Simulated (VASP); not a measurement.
Set up this calculation in VASP 6.6.1, as the native input.

| Property | Result |
| --- | --- |
| Task | single point |
| Functional | PBE |
| Potentials or basis | VASP PAW PBE potentials, release 64 (Ti_sv, O) |
| Cutoff | 520 eV |
| k mesh | 3 × 3 × 2 |
| Occupations | gaussian, width 0.05 eV |
| Spin | collinear spin, zero start |
| Starting moments | [0.0, 0.0, 0.0, 0.0, 0.0, 0.0, 0.0, 0.0, 0.0, 0.0, 0.0, 0.0, 0.0, 0.0, 0.0, 0.0, 0.0, 0.0, 0.0] μB |
| Dipole correction | no |
| Further INCAR settings | LREAL = Auto; ALGO = Normal; EDIFF = 1e-07; NBANDS = 94 |

The structure of Ti6O13 (a cell with a defect) lies in POSCAR:

```
Ti6O13
1.0
   -2.9684730000     -4.7076070000      0.0000000000
    2.9680560000     -4.7076070000      0.0000000000
    1.4835700000      0.2423530000      7.0834650000
Ti O
6 13
Direct
    0.9012289817      0.5633673348      0.6977750296
    0.0861754660      0.4208872506      0.3324613025
    0.4831606512      0.4866120616      0.0078307721
    0.4073256485      0.0574694707      0.7002255252
    0.5836320939      0.9255103682      0.3298519863
    0.9964730936     -0.0032755650      0.0094970470
    0.8086834531      0.3621448313      0.8745855312
    0.0422781644      0.2499289155      0.5682128732
    0.7280139540      0.6577546448      0.1372541546
    0.2938581048      0.3963509575      0.8161731582
    0.9578326492      0.7347795851      0.4598053354
    0.1922481222      0.6240615707      0.1376926405
    0.2991980649      0.8761096338      0.8793773951
    0.5278741536      0.7593874260      0.5688587436
    0.1998331520      0.1018335738      0.2064112691
    0.7969671923      0.8840189256      0.8191234092
    0.4603749156      0.2323729781      0.4592385224
    0.6869208850      0.1281550705      0.1365622615
    0.6703974240      0.5295643956      0.2951548430
```

The input as run:

INCAR

```
SYSTEM = Ti6O13
ALGO = Normal
EDIFF = 1E-7
ENCUT = 520
GGA = PE
ISIF = 2
ISMEAR = 0
ISPIN = 2
LASPH = .TRUE.
LCHARG = .TRUE.
LELF = .TRUE.
LMAXMIX = 4
LORBIT = 11
LREAL = Auto
LVHAR = .TRUE.
LWAVE = .FALSE.
MAGMOM = 0 0 0 0 0 0 0 0 0 0 0 0 0 0 0 0 0 0 0
NBANDS = 94
NELM = 150
PREC = Accurate
SIGMA = 0.05
```

KPOINTS

```
k-points
0
G
  3 3 2
  0 0 0
```

Potentials or basis: VASP PAW PBE potentials, release 64 (Ti_sv, O).

Command:

```bash
$ cat potpaw_PBE.64/Ti_sv/POTCAR potpaw_PBE.64/O/POTCAR > POTCAR
$ mpirun -np 1 vasp_std > vasp.out
```

It gave:

The pressure is 9.7 GPa. The largest force is 0.380 eV/Å, the band gap on the k mesh is 2.40 eV and the net moment is 0.00 μB per cell. The valence electrons inside the program's atomic spheres are Ti 10.29, 10.28, 10.30, 10.33, 10.27 (each value once); O 5.08, 5.07, 4.98, 5.05, 5.09, 4.95 (each value once).

Caveat: the k points lie up to 0.44 Å⁻¹ apart.

Run time: 14 min on 1 thread of Intel(R) Xeon(R) Platinum 8488C (Sapphire Rapids), on a shared host, peak memory 0.5 GiB.
